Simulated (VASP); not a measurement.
Cd, 4 atoms in the cell. Symmetry: P6_3/mmc, No. 194, hexagonal system. Conventional cell: a = 3.052 Å, b = 3.052 Å, c = 11.927 Å, α = 90.00°, β = 90.00°, γ = 120.00°. Within 4.0 Å of Cd (site symmetry 3m) lie 10 Cd at 3.05 to 3.38 Å. 

* Program: VASP 6.6.1
* Task: single point
* Functional: PBE
* Potentials or basis: VASP PAW PBE potentials, release 64 (Cd)
* Cutoff: 520 eV
* k mesh: 6 × 6 × 2
* Occupations: gaussian, width 0.1 eV
* Spin: no spin polarisation
* Dipole correction: no
* Further INCAR settings: ALGO = Normal; EDIFF = 1e-06; NBANDS = 32

Potentials or basis: VASP PAW PBE potentials, release 64 (Cd).

Run with:

```bash
$ cat potpaw_PBE.64/Cd/POTCAR > POTCAR
$ mpirun -np 1 vasp_std > vasp.out
```

Hardware: 1 thread of Intel Xeon 8259CL, on a shared host.

**Question.** Estimate the wall time of this run.

**Answer.** Wall time 52 s on 1 thread of Intel Xeon 8259CL, with other jobs on the host, peak memory 0.22 GiB. Counts: scf iterations 11, k points 14.
